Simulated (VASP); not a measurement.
# Ti (P6_3/mmc) in VASP: a series of runs, part 2 of 2

VASP 6.6.1. The steps go on from the part before.

### Step 3. Single point, r2SCAN (strain +0.030 along x and y, +0.030 along z)

File POSCAR:

```
Ti
1.0
    3.0384977962      0.0000000000      0.0000000000
   -1.5192488981      2.6314162809      0.0000000000
    0.0000000000      0.0000000000      4.8265800000
Ti
2
Direct
    0.3333333333      0.6666666667      0.2500000000
    0.6666666667      0.3333333333      0.7500000000
```

File INCAR.step1:

```
ALGO = Normal ; EDIFF = 1E-4
ENCUT = 520 ; GGA = PE
ISMEAR = 0 ; LASPH = True
LCHARG = False ; LREAL = False
LWAVE = True ; NBANDS = 19
NELM = 80 ; PREC = Accurate
SIGMA = 0.15
```

File INCAR.step2:

```
ALGO = Normal ; EDIFF = 1E-7
ENCUT = 520 ; ISIF = 2
ISMEAR = 0 ; ISTART = 1
LASPH = True ; LCHARG = False
LMIXTAU = True ; LREAL = False
LWAVE = False ; METAGGA = R2SCAN
NBANDS = 19 ; NELM = 80
PREC = Accurate ; SIGMA = 0.15
```

File KPOINTS:

```
k-points
0
Gamma
  18 18 10
```

Potentials or basis: VASP PAW PBE potentials, release 64 (Ti_sv).

On the command line:

```console
$ cat potpaw_PBE.64/Ti_sv/POTCAR > POTCAR
$ cp INCAR.step1 INCAR
$ mpirun -np 1 vasp_std > vasp.out
$ cp INCAR.step2 INCAR
$ mpirun -np 1 vasp_std > vasp.out
```

OUTCAR:

```text
EDIFF = 1E-7
   ENCUT = 520
   ISIF = 2
   ISMEAR = 0
   ISTART = 1
   LASPH = True
   LREAL = False
   METAGGA = R2SCAN
   NELM = 80
   PREC = Accurate

 ion  position               nearest neighbor table
   1  0.333  0.667  0.250-
   2  0.667  0.333  0.750-

  LATTYP: Found a hexagonal cell.
 ALAT       =     3.0384977962
 C/A-ratio  =     1.5884757284

  Lattice vectors:

 A1 = (   3.0384977962,   0.0000000000,   0.0000000000)
 A2 = (  -1.5192488981,   2.6314162809,   0.0000000000)
 A3 = (   0.0000000000,   0.0000000000,   4.8265800000)

Analysis of symmetry for initial positions (statically):
=====================================================================
 Subroutine PRICEL returns:
 Original cell was already a primitive cell.

 Routine SETGRP: Setting up the symmetry group for a
 hexagonal supercell.

 Subroutine GETGRP returns: Found 24 space group operations
 (whereof 12 operations were pure point group operations)
 out of a pool of 24 trial point group operations.

The static configuration has the point symmetry D_3d.
 The point group associated with its full space group is D_6h.

Analysis of symmetry for dynamics (positions and initial velocities):
=====================================================================
 Subroutine PRICEL returns:
 Original cell was already a primitive cell.

 Routine SETGRP: Setting up the symmetry group for a
 hexagonal supercell.

 Subroutine GETGRP returns: Found 24 space group operations
 (whereof 12 operations were pure point group operations)
 out of a pool of 24 trial point group operations.

The dynamic configuration has the point symmetry D_3d.
 The point group associated with its full space group is D_6h.

 Subroutine INISYM returns: Found 24 space group operations
 (whereof 12 operations are pure point group operations),
 and found     1 'primitive' translations

----------------------------------------------------------------------------------------

                                     Primitive cell

  volume of cell :      38.5912

  direct lattice vectors                    reciprocal lattice vectors
     3.038497796  0.000000000  0.000000000     0.329109997  0.190011745  0.000000000
    -1.519248898  2.631416281  0.000000000     0.000000000  0.380023490  0.000000000
     0.000000000  0.000000000  4.826580000     0.000000000  0.000000000  0.207186041

  length of vectors
     3.038497796  3.038497796  4.826580000     0.380023490  0.380023490  0.207186041

  position of ions in fractional coordinates (direct lattice)
     0.333333333  0.666666667  0.250000000
     0.666666667  0.333333333  0.750000000

  ion indices of the primitive-cell ions
   primitive index   ion index
                 1           1
                 2           2

----------------------------------------------------------------------------------------

 KPOINTS: k-points

Automatic generation of k-mesh.
 Grid dimensions read from file:
 generate k-points for:   18   18   10

 Generating k-lattice:

  Cartesian coordinates                     Fractional coordinates (reciprocal lattice)
     0.018283889  0.010556208  0.000000000     0.055555556  0.000000000  0.000000000
     0.000000000  0.021112416  0.000000000     0.000000000  0.055555556  0.000000000
     0.000000000  0.000000000  0.020718604     0.000000000  0.000000000  0.100000000

  Length of vectors
     0.021112416  0.021112416  0.020718604

  Shift w.r.t. Gamma in fractional coordinates (k-lattice)
     0.000000000  0.000000000  0.000000000

 Subroutine IBZKPT returns following result:
 ===========================================

 Found    222 irreducible k-points:

 Following reciprocal coordinates:
            Coordinates               Weight
  0.000000  0.000000  0.000000      1.000000
  0.055556 -0.000000  0.000000      6.000000
  0.111111 -0.000000  0.000000      6.000000
  0.166667 -0.000000  0.000000      6.000000
  0.222222 -0.000000  0.000000      6.000000
  0.277778 -0.000000  0.000000      6.000000
[... 16 lines left out ...]
  0.333333  0.111111  0.000000     12.000000
  0.388889  0.111111  0.000000     12.000000
 [... further k-points ...]
   k-points           NKPTS =    222   k-points in BZ     NKDIM =    222   number of bands    NBANDS=     19
   number of dos      NEDOS =    301   number of ions     NIONS =      2
   total plane-waves  NPLWV =  20736
   dimension x,y,z NGX =    24 NGY =   24 NGZ =   36
   dimension x,y,z NGXF=    48 NGYF=   48 NGZF=   72
   ions per type =               2
   NGX,Y,Z   is equivalent  to a cutoff of  13.13, 13.13, 12.40 a.u.
   NGXF,Y,Z  is equivalent  to a cutoff of  26.26, 26.26, 24.80 a.u.
 SYSTEM =  unknown system
   PREC   = accura    normal or accurate (medium, high low for compatibility)
   ISTART =      1    job   : 0-new  1-cont  2-samecut
   ICHARG =      0    charge: 1-file 2-atom 10-const
   ISPIN  =      1    spin polarized calculation?
   LNONCOLLINEAR =      F non collinear calculations
   LSORBIT =      F    spin-orbit coupling
   LASPH  =      T    aspherical Exc in radial PAW
   ENCUT  =  520.0 eV  38.22 Ry    6.18 a.u.   5.65  5.65  8.97*2*pi/ulx,y,z
   NELM   =     80;   NELMIN=  2; NELMDL=  0     # of ELM steps
   EDIFF  = 0.1E-06   stopping-criterion for ELM
   LREAL  =      F    real-space projection
   EDIFFG = 0.1E-05   stopping-criterion for IOM
   NSW    =      0    number of steps for IOM
   IBRION =     -1    ionic relax: 0-MD 1-quasi-New 2-CG
   NFREE  =      0    steps in history (QN), initial steepest desc. (CG)
   ISIF   =      2    stress and relaxation
   ISYM   =      2    0-nonsym 1-usesym 2-fastsym
   POTIM  = 0.5000    time-step for ionic-motion
   TEBEG  =    0.0;   TEEND  =   0.0 temperature during run
   PSTRESS=    0.0 pullay stress
   NELECT =      24.0000    total number of electrons
   NUPDOWN=      -1.0000    fix difference up-down
   EMIN   =  10.00;   EMAX   =-10.00  energy-range for DOS
   EFERMI =   0.00;   METHOD = LEGACY
   ISMEAR =     0;   SIGMA  =   0.15  broadening in eV -4-tet -1-fermi 0-gaus
   EFERMI_NEDOS =   21; number of points for ismear=-14 and -15
   IALGO  =     38    algorithm
   IMIX   =      4    mixing-type and parameters
     AMIX     =   0.40;   BMIX     =  1.00
     AMIX_MAG =   1.60;   BMIX_MAG =  1.00
  volume/ion in A,a.u.               =      19.30       130.21
  Fermi-wavevector in a.u.,A,eV,Ry     =   1.397384  2.640674 26.567870  1.952683
  Thomas-Fermi vector in A             =   2.520646
   LORBIT       =      0    0 simple, 1 ext, 2 COOP (PROOUT), +10 PAW based schemes
   METAGGA = R2SCAN    functional components
   LHFCALC =     F    Hartree Fock is set to
   AEXX    =    0.0000 exact exchange contribution
   IVDW    =     0    specifies the selected vdW correction
   LEPSILON=     F    determine dielectric tensor
   LRPA    =     F    only Hartree local field effects (RPA)
 non-spin polarized calculation
 Gauss-broadening in eV      SIGMA  =   0.15
  energy-cutoff  :      520.00
  volume of cell :       38.59
 maximum number of plane-waves:      1085
 NGX is ok and might be reduce to    24
   NGX = 11   NGY = 11   NGZ = 17

 number of electron      23.9999999 magnetization

 Free energy of the ion-electron system (eV)
  ---------------------------------------------------
  ext. energy  EPLUGINS =         0.00000000
  ---------------------------------------------------
  free energy    TOTEN  =       -25.77941103 eV

  energy without entropy =      -25.75737718  energy(sigma->0) =      -25.76839410

 E-fermi :   7.3187     XC(G=0): -11.8683

 val. band max:        7.3132996208   @ k =   0.3889   0.2222   0.3000
 cond. band min:       7.3304032532   @ k =   0.2222   0.2222   0.5000
 fundamental gap:      0.0171036324
 Fermi energy:         7.3187298997

 k-point     1 :       0.0000    0.0000    0.0000
  band No.  band energies     occupation
      1     -52.1261      2.00000
      2     -52.0340      2.00000
      3     -27.5702      2.00000
      4     -27.0901      2.00000
      5     -27.0901      2.00000
      6     -27.0517      2.00000
[... 11 lines left out ...]
     18       8.9576      0.00000
     19      10.2983      0.00000

 k-point     2 :       0.0556   -0.0000    0.0000
  band No.  band energies     occupation
      1     -52.1240      2.00000
      2     -52.0331      2.00000
      3     -27.5651      2.00000
      4     -27.1003      2.00000
      5     -27.0935      2.00000
      6     -27.0538      2.00000
[... 476 lines left out ...]
 k-point    24 :       0.3889    0.1111    0.0000
  band No.  band energies     occupation
      1     -52.0462      2.00000
      2     -52.0160      2.00000
      3     -27.4166      2.00000
      4     -27.3463      2.00000
      5     -27.3324      2.00000
      6     -27.2126      2.00000
[... 11 lines left out ...]
     18      10.5776      0.00000
     19      11.1518      0.00000

 [... further k-points ...]
[... 5 lines left out ...]
  --------------------------------------------------------------------------------------
  -------------------------------------------------------------------------------------
  Total       -2.4270091     -2.4270091     -2.5327694      0.0000000      0.0000000      0.0000000
  in kB     -100.7613548   -100.7613548   -105.1521695      0.0000000      0.0000000      0.0000000
  external PRESSURE =    -102.2249597 kB  Pullay stress =       0.0000000 kB

 VOLUME and BASIS-vectors are now :
 -----------------------------------------------------------------------------
  energy-cutoff  :      520.00
  volume of cell :       38.59
      direct lattice vectors                 reciprocal lattice vectors
     3.038497796  0.000000000  0.000000000     0.329109997  0.190011745  0.000000000
    -1.519248898  2.631416281  0.000000000     0.000000000  0.380023490  0.000000000
     0.000000000  0.000000000  4.826580000     0.000000000  0.000000000  0.207186041

 POSITION                                       TOTAL-FORCE (eV/Angst)
 -----------------------------------------------------------------------------------
     -0.00000      1.75428      1.20664        -0.000000      0.000000      0.000000
      1.51925      0.87714      3.61993         0.000000      0.000000      0.000000
 -----------------------------------------------------------------------------------
    total drift:                               -0.000000      0.000000     -0.000000

  FREE ENERGIE OF THE ION-ELECTRON SYSTEM (eV)
  ---------------------------------------------------
  free  energy   TOTEN  =       -25.7794110257 eV

  energy  without entropy=      -25.7573771801  energy(sigma->0) =      -25.76839410
```

It used 300 s of CPU time on 1 thread of Intel(R) Xeon(R) Platinum 8488C (Sapphire Rapids), with other jobs on the host.

What came out:

| Property | Result |
| --- | --- |
| Free energy | -25.7794 eV |
| Pressure | -10.2 GPa |
| Band gap on the k mesh | zero (band 12 reaches 8.12 eV, above the bottom of band 13 at 6.94 eV) |

Caveat: the cell differs from its parent crystal (strain +0.030 along x and y, +0.030 along z); the PAW data sets were made with another functional, which shifts forces and pressure a little.
